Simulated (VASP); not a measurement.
# SrCl2 (R-3m) in VASP: notebook

SrCl2 is run at these levels: r2SCAN; tasks: single point.

All numbers are computed with VASP 6.6.1; they aren't measurements. Logs are shortened: lines on timing, memory, paths and dates and some standing lists are left out, and cuts for length are marked.

### Step 1. The cell of the first run

Symmetry: R-3m, No. 166, trigonal system. The conventional cell has a = 5.525 Å, b = 5.525 Å, c = 9.609 Å, α = 90.00°, β = 90.00°, γ = 120.00°. Within 3.2 Å of Sr (site symmetry -3m) lie 2 Cl at 2.40 Å. Cl (site symmetry 3m) has 1 Sr at 2.40 Å within 3.2 Å.

### Step 2. Single point, r2SCAN

File POSCAR:

```
SrCl2
1.0
   -0.7553572054      3.1516628226      3.1516628226
    3.1516628226     -0.7553572054      3.1516628226
    3.1516628226      3.1516628226     -0.7553572054
Sr Cl
1 2
Direct
    0.0000000000      0.0000000000      0.0000000000
    0.2500000000      0.2500000000      0.2500000000
    0.7500000000      0.7500000000      0.7500000000
```

File INCAR.step1:

```
  PREC = Accurate
  ENCUT = 520
  ISMEAR = 0
  SIGMA = 0.05
  LREAL = F
  LASPH = T
  NELM = 60
  NBANDS = 19
  GGA = PE
  ALGO = Normal
  EDIFF = 1E-4
  LWAVE = T
  LCHARG = F
```

File INCAR.step2:

```
  PREC = Accurate
  ENCUT = 520
  EDIFF = 1E-7
  ISMEAR = 0
  SIGMA = 0.05
  LREAL = F
  LASPH = T
  NELM = 60
  ALGO = Normal
  ISIF = 2
  LWAVE = F
  LCHARG = F
  METAGGA = R2SCAN
  LMIXTAU = T
  NBANDS = 19
  ISTART = 1
```

File KPOINTS:

```
Automatic mesh
0
Gamma
  6 6 6
```

Potentials or basis: VASP PAW PBE potentials, release 64 (Sr_sv, Cl).

The run is started by

```bash
$ cat potpaw_PBE.64/Sr_sv/POTCAR potpaw_PBE.64/Cl/POTCAR > POTCAR
$ cp INCAR.step1 INCAR
$ mpirun -np 1 vasp_std > vasp.out
$ cp INCAR.step2 INCAR
$ mpirun -np 1 vasp_std > vasp.out
```

OUTCAR:

```text
PREC = Accurate
   ENCUT = 520
   EDIFF = 1E-7
   ISMEAR = 0
   LREAL = F
   LASPH = T
   NELM = 60
   ISIF = 2
   METAGGA = R2SCAN
   ISTART = 1

 ion  position               nearest neighbor table
   1  0.000  0.000  0.000-   2 2.40   3 2.40   3 3.29   2 3.29   3 3.29   3 3.29   2 3.29   2 3.29

   2  0.250  0.250  0.250-   1 2.40   1 3.29   1 3.29   1 3.29
   3  0.750  0.750  0.750-   1 2.40   1 3.29   1 3.29   1 3.29

  LATTYP: Found a trigonal (rhomboedric) cell.
 ALAT       =     4.5206771177
 COS(alpha) =     0.2530624440

  Lattice vectors:

 A1 = (  -0.7553572054,   3.1516628226,   3.1516628226)
 A2 = (   3.1516628226,  -0.7553572054,   3.1516628226)
 A3 = (   3.1516628226,   3.1516628226,  -0.7553572054)

Analysis of symmetry for initial positions (statically):
=====================================================================
 Subroutine PRICEL returns:
 Original cell was already a primitive cell.

 Routine SETGRP: Setting up the symmetry group for a
 trigonal (rhombohedral) supercell.

 Subroutine GETGRP returns: Found 12 space group operations
 (whereof 12 operations were pure point group operations)
 out of a pool of 12 trial point group operations.

The static configuration has the point symmetry D_3d.

Analysis of symmetry for dynamics (positions and initial velocities):
=====================================================================
 Subroutine PRICEL returns:
 Original cell was already a primitive cell.

 Routine SETGRP: Setting up the symmetry group for a
 trigonal (rhombohedral) supercell.

 Subroutine GETGRP returns: Found 12 space group operations
 (whereof 12 operations were pure point group operations)
 out of a pool of 12 trial point group operations.

The dynamic configuration has the point symmetry D_3d.

 Subroutine INISYM returns: Found 12 space group operations
 (whereof 12 operations are pure point group operations),
 and found     1 'primitive' translations

----------------------------------------------------------------------------------------

                                     Primitive cell

  volume of cell :      84.6887

  direct lattice vectors                    reciprocal lattice vectors
    -0.755357205  3.151662823  3.151662823    -0.110550977  0.145398568  0.145398568
     3.151662823 -0.755357205  3.151662823     0.145398568 -0.110550977  0.145398568
[... 80 lines left out ...]
   ICHARG =      0    charge: 1-file 2-atom 10-const
   ISPIN  =      1    spin polarized calculation?
   LNONCOLLINEAR =      F non collinear calculations
   LSORBIT =      F    spin-orbit coupling
   LASPH  =      T    aspherical Exc in radial PAW
   ENCUT  =  520.0 eV  38.22 Ry    6.18 a.u.   8.41  8.41  8.41*2*pi/ulx,y,z
   NELM   =     60;   NELMIN=  2; NELMDL=  0     # of ELM steps
   EDIFF  = 0.1E-06   stopping-criterion for ELM
   LREAL  =      F    real-space projection
   EDIFFG = 0.1E-05   stopping-criterion for IOM
   NSW    =      0    number of steps for IOM
   IBRION =     -1    ionic relax: 0-MD 1-quasi-New 2-CG
   NFREE  =      0    steps in history (QN), initial steepest desc. (CG)
   ISIF   =      2    stress and relaxation
   ISYM   =      2    0-nonsym 1-usesym 2-fastsym
   POTIM  = 0.5000    time-step for ionic-motion
   TEBEG  =    0.0;   TEEND  =   0.0 temperature during run
   PSTRESS=    0.0 pullay stress
   NELECT =      24.0000    total number of electrons
   NUPDOWN=      -1.0000    fix difference up-down
   EMIN   =  10.00;   EMAX   =-10.00  energy-range for DOS
   EFERMI =   0.00;   METHOD = LEGACY
   ISMEAR =     0;   SIGMA  =   0.05  broadening in eV -4-tet -1-fermi 0-gaus
   EFERMI_NEDOS =   21; number of points for ismear=-14 and -15
   IALGO  =     38    algorithm
   IMIX   =      4    mixing-type and parameters
     AMIX     =   0.40;   BMIX     =  1.00
     AMIX_MAG =   1.60;   BMIX_MAG =  1.00
  volume/ion in A,a.u.               =      28.23       190.50
  Fermi-wavevector in a.u.,A,eV,Ry     =   1.075318  2.032056 15.732530  1.156308
  Thomas-Fermi vector in A             =   2.211171
   LORBIT       =      0    0 simple, 1 ext, 2 COOP (PROOUT), +10 PAW based schemes
   METAGGA = R2SCAN    functional components
   LHFCALC =     F    Hartree Fock is set to
   AEXX    =    0.0000 exact exchange contribution
   IVDW    =     0    specifies the selected vdW correction
   LEPSILON=     F    determine dielectric tensor
   LRPA    =     F    only Hartree local field effects (RPA)
 non-spin polarized calculation
 Gauss-broadening in eV      SIGMA  =   0.05
  energy-cutoff  :      520.00
  volume of cell :       84.69
 maximum number of plane-waves:      2303
 NGX is ok and might be reduce to    36

 number of electron      24.0000004 magnetization

 Free energy of the ion-electron system (eV)
  ---------------------------------------------------
  ext. energy  EPLUGINS =         0.00000000
  ---------------------------------------------------
  free energy    TOTEN  =       -33.98953915 eV

  energy without entropy =      -33.98953915  energy(sigma->0) =      -33.98953915

 E-fermi :  -0.1119     XC(G=0):  -8.7109

 val. band max:       -0.3242262108   @ k =   0.5000   0.5000   0.0000
 cond. band min:       5.3683161211   @ k =   0.0000   0.0000   0.0000
 fundamental gap:      5.6925423319
 Fermi energy:        -0.1119069182

 k-point     1 :       0.0000    0.0000    0.0000
  band No.  band energies     occupation
      1     -33.8290      2.00000
      2     -16.3656      2.00000
      3     -15.2404      2.00000
      4     -15.2404      2.00000
      5     -14.2804      2.00000
      6     -12.5469      2.00000
[... 505 lines left out ...]
      6     -12.5853      2.00000
[... 11 lines left out ...]
     18       9.5917      0.00000
     19      10.8562      0.00000

 [... further k-points ...]
[... 5 lines left out ...]
  --------------------------------------------------------------------------------------
  -------------------------------------------------------------------------------------
  Total        5.7569022      5.7569022      5.7569022      7.0352325      7.0352325      7.0352325
  in kB      108.9116095    108.9116095    108.9116095    133.0956247    133.0956247    133.0956247
  external PRESSURE =     108.9116095 kB  Pullay stress =       0.0000000 kB

 VOLUME and BASIS-vectors are now :
 -----------------------------------------------------------------------------
  energy-cutoff  :      520.00
  volume of cell :       84.69
      direct lattice vectors                 reciprocal lattice vectors
    -0.755357205  3.151662823  3.151662823    -0.110550977  0.145398568  0.145398568
     3.151662823 -0.755357205  3.151662823     0.145398568 -0.110550977  0.145398568
     3.151662823  3.151662823 -0.755357205     0.145398568  0.145398568 -0.110550977

 POSITION                                       TOTAL-FORCE (eV/Angst)
 -----------------------------------------------------------------------------------
      0.00000      0.00000      0.00000         0.000000     -0.000000     -0.000000
      1.38699      1.38699      1.38699         2.469376      2.469376      2.469376
      4.16098      4.16098      4.16098        -2.469376     -2.469376     -2.469376
 -----------------------------------------------------------------------------------
    total drift:                                0.000000      0.000000      0.000000

  FREE ENERGIE OF THE ION-ELECTRON SYSTEM (eV)
  ---------------------------------------------------
  free  energy   TOTEN  =       -33.9895391456 eV

  energy  without entropy=      -33.9895391456  energy(sigma->0) =      -33.98953915
```

OUTCAR.step1:

```text
PREC = Accurate
   ENCUT = 520
   ISMEAR = 0
   LREAL = F
[... 756 lines left out ...]
      0.00000      0.00000      0.00000        -0.000000      0.000000      0.000000
      1.38699      1.38699      1.38699         2.348303      2.348303      2.348303
      4.16098      4.16098      4.16098        -2.348303     -2.348303     -2.348303
 -----------------------------------------------------------------------------------
    total drift:                                0.000000      0.000000      0.000000

  FREE ENERGIE OF THE ION-ELECTRON SYSTEM (eV)
  ---------------------------------------------------
  free  energy   TOTEN  =       -11.1727027100 eV

  energy  without entropy=      -11.1727027100  energy(sigma->0) =      -11.17270271
```

OSZICAR.step1:

```text
N       E                     dE             d eps       ncg     rms          rms(c)
DAV:   1     0.148053558379E+03    0.14805E+03   -0.11482E+04  1216   0.113E+03
DAV:   2    -0.204301753256E+01   -0.15010E+03   -0.14600E+03  1603   0.225E+02
DAV:   3    -0.114406364512E+02   -0.93976E+01   -0.93640E+01  1631   0.565E+01
DAV:   4    -0.117466501124E+02   -0.30601E+00   -0.30570E+00  1912   0.890E+00
DAV:   5    -0.117510152811E+02   -0.43652E-02   -0.43647E-02  1671   0.987E-01    0.315E+01
DAV:   6    -0.111893476661E+02    0.56167E+00   -0.11144E+00  1342   0.556E+00    0.188E+01
DAV:   7    -0.111818407235E+02    0.75069E-02   -0.88517E-01  1391   0.518E+00    0.191E+00
DAV:   8    -0.111702277812E+02    0.11613E-01   -0.12378E-01  1316   0.188E+00    0.668E-01
DAV:   9    -0.111718520854E+02   -0.16243E-02   -0.60585E-03  1551   0.469E-01    0.175E-01
DAV:  10    -0.111724698267E+02   -0.61774E-03   -0.54320E-04  1385   0.145E-01    0.540E-02
DAV:  11    -0.111726613121E+02   -0.19149E-03   -0.13055E-04  1317   0.732E-02    0.230E-02
DAV:  12    -0.111727027100E+02   -0.41398E-04   -0.31847E-05  1046   0.370E-02
   1 F= -.11172703E+02 E0= -.11172703E+02  d E =-.208835E-21
```

It took 3.9 min on 1 thread of Intel Xeon 8259CL, shared host; peak memory 0.24 GiB.

Results:

```
Free energy            : -33.9895 eV
Pressure               : 10.9 GPa
Largest force          : 4.277 eV/Å
Band gap on the k mesh : 5.69 eV, indirect (least direct gap 5.71 eV)
```

Forces on the atoms (eV/Å):
```
Sr   0.000  0.000  0.000
Cl   2.469  2.469  2.469
Cl  -2.469 -2.469 -2.469
```

Levels at points of the mesh, in eV from the valence-band top:
| k point | band 10 | band 11 | band 12 | band 13 | band 14 | band 15 |
| --- | --- | --- | --- | --- | --- | --- |
| (0.00, 0.00, 0.00) | -0.38 | -0.38 | -0.02 | 5.69 | 7.09 | 7.09 |
| (0.50, 0.00, 0.00) | -1.38 | -1.16 | -0.37 | 6.81 | 7.78 | 8.16 |
| (0.50, 0.50, 0.00) | -1.12 | -0.40 | 0.00 | 6.36 | 7.38 | 8.37 |
| (0.50, 0.50, 0.50) | -1.25 | -1.25 | -0.71 | 8.20 | 8.20 | 8.49 |

Caveat: the PAW data sets were made with another functional, which shifts forces and pressure a little. A k mesh can miss the band edges.

### Step 3. Single point, r2SCAN

This run uses another cell than the first one, of the same volume but with other edges.

File POSCAR:

```
SrCl2
1.0
    0.8496068016      3.9579243683      3.9579243683
    3.9579243683      0.8496068016      3.9579243683
    3.9579243683      3.9579243683      0.8496068016
Sr Cl
1 2
Direct
    0.0000000000      0.0000000000      0.0000000000
    0.2500000000      0.2500000000      0.2500000000
    0.7500000000      0.7500000000      0.7500000000
```

File INCAR.step1:

```
SYSTEM = SrCl2
PREC = Accurate
ENCUT = 520
ISMEAR = 0
SIGMA = 0.05
LREAL = .False.
LASPH = .True.
NELM = 60
NBANDS = 19
GGA = PE
ALGO = Normal
EDIFF = 1E-4
LWAVE = .True.
LCHARG = .False.
```

File INCAR.step2:

```
SYSTEM = SrCl2
PREC = Accurate
ENCUT = 520
EDIFF = 1E-7
ISMEAR = 0
SIGMA = 0.05
LREAL = .False.
LASPH = .True.
NELM = 60
ALGO = Normal
ISIF = 2
LWAVE = .False.
LCHARG = .True.
METAGGA = R2SCAN
LMIXTAU = .True.
LELF = .True.
LVHAR = .True.
NBANDS = 19
ISTART = 1
```

File KPOINTS:

```
Automatic mesh
0
Gamma
  6 6 6
  0 0 0
```

Potentials or basis: VASP PAW PBE potentials, release 64 (Sr_sv, Cl).

The run is started by

```bash
$ cat potpaw_PBE.64/Sr_sv/POTCAR potpaw_PBE.64/Cl/POTCAR > POTCAR
$ cp INCAR.step1 INCAR
$ mpirun -np 1 vasp_std > vasp.out
$ cp INCAR.step2 INCAR
$ mpirun -np 1 vasp_std > vasp.out
```

Wall time 8.3 min (1 thread of Intel Xeon 8259CL, shared host); peak memory 0.3 GiB.

It converged, with:

| Item | Value |
| --- | --- |
| Free energy | -35.4269 eV |
| Pressure | 3.9 GPa |
| Largest force | 0.450 eV/Å |
| Band gap on the k mesh | 6.16 eV, indirect (least direct gap 6.19 eV) |

Forces in eV/Å, atoms in the order of the input:
```
Sr   0.000  0.000  0.000
Cl  -0.260 -0.260 -0.260
Cl   0.260  0.260  0.260
```

Stress tensor (GPa, compression positive):
```
 3.95 -0.91 -0.91
-0.91  3.95 -0.91
-0.91 -0.91  3.95
```

Levels at points of the mesh, in eV from the valence-band top:
```
           k point  band 10  band 11  band 12  band 13  band 14  band 15
(0.00, 0.00, 0.00)    -0.46    -0.46     0.00     6.19     7.03     7.03
(0.50, 0.00, 0.00)    -1.36    -0.92    -0.86     7.08     8.11     8.58
(0.50, 0.50, 0.00)    -0.96    -0.29    -0.22     6.16     7.57     8.87
(0.50, 0.50, 0.50)    -1.24    -0.79    -0.79     7.25     7.29     7.29
```

Caveat: the PAW data sets were made with another functional, which shifts forces and pressure a little. A k mesh can miss the band edges.

### Step 4. Single point, r2SCAN

This run uses another cell than the first one, of the same volume but with other edges.

File POSCAR:

```
SrCl2
1.0
   -1.1020045878      3.0305126165      3.0305126165
    3.0305126165     -1.1020045878      3.0305126165
    3.0305126165      3.0305126165     -1.1020045878
Sr Cl
1 2
Direct
    0.0000000000      0.0000000000      0.0000000000
    0.2500000000      0.2500000000      0.2500000000
    0.7500000000      0.7500000000      0.7500000000
```

File INCAR.step1:

```
SYSTEM = SrCl2
PREC = Accurate
ENCUT = 520
ISMEAR = 0
SIGMA = 0.05
LREAL = .FALSE.
LASPH = .TRUE.
NELM = 100
NBANDS = 19
GGA = PE
ALGO = Normal
EDIFF = 1E-4
LWAVE = .TRUE.
LCHARG = .FALSE.
```

File INCAR.step2:

```
SYSTEM = SrCl2
PREC = Accurate
ENCUT = 520
EDIFF = 1E-7
ISMEAR = 0
SIGMA = 0.05
LREAL = .FALSE.
LASPH = .TRUE.
NELM = 100
ALGO = Normal
ISIF = 2
LWAVE = .FALSE.
LCHARG = .FALSE.
METAGGA = R2SCAN
LMIXTAU = .TRUE.
NBANDS = 19
ISTART = 1
```

File KPOINTS:

```
regular mesh
0
G
  6 6 6
  0 0 0
```

The run is started by

```bash
$ cat potpaw_PBE.64/Sr_sv/POTCAR potpaw_PBE.64/Cl/POTCAR > POTCAR
$ cp INCAR.step1 INCAR
$ mpirun -np 1 vasp_std > vasp.out
$ cp INCAR.step2 INCAR
$ mpirun -np 1 vasp_std > vasp.out
```

Wall time 3.9 min (1 thread of Intel Xeon 8259CL, shared host); peak memory 0.24 GiB.

The run converged. Its results:

```
Free energy            : -30.1364 eV
Pressure               : 28.5 GPa
Largest force          : 11.368 eV/Å
Band gap on the k mesh : 4.05 eV, direct
```

Forces on the atoms (eV/Å):
```
Sr   0.000  0.000  0.000
Cl   6.564  6.564  6.564
Cl  -6.564 -6.564 -6.564
```

Stress tensor (GPa, compression positive):
```
28.47 31.73 31.73
31.73 28.47 31.73
31.73 31.73 28.47
```

Levels at points of the mesh, in eV from the valence-band top:
```tsv
k point	band 10	band 11	band 12	band 13	band 14	band 15
(0.00, 0.00, 0.00)	-1.74	-1.74	0.00	4.05	6.36	6.36
(0.50, 0.00, 0.00)	-2.55	-2.44	-0.46	5.50	5.54	7.35
(0.50, 0.50, 0.00)	-2.13	-2.09	-0.16	5.10	6.50	6.92
(0.50, 0.50, 0.50)	-2.50	-2.50	-0.81	6.70	6.70	7.36
```

Caveat: the PAW data sets were made with another functional, which shifts forces and pressure a little.

### Step 5. The runs side by side

```tsv
cell	gap on the mesh (eV)	pressure (GPa)	largest force (eV/Å)
a = 4.521 Å, angles 75.3°, 3 atoms	5.69	10.9	4.28
a = 5.661 Å, angles 45.7°, 3 atoms	6.16	3.9	0.45
a = 4.425 Å, angles 82.7°, 3 atoms	4.05	28.5	11.37
```

Alike in all rows: task single point; level r2SCAN; potentials or basis VASP PAW PBE potentials, release 64 (Sr_sv, Cl); no spin polarisation; k mesh 6 × 6 × 6; cutoff (eV) 520; smearing gaussian 0.05 eV.

Caveats: the PAW data sets were made with another functional, which shifts forces and pressure a little.

Total energies depend on the potentials used, so only differences within one code and one set of settings carry meaning.
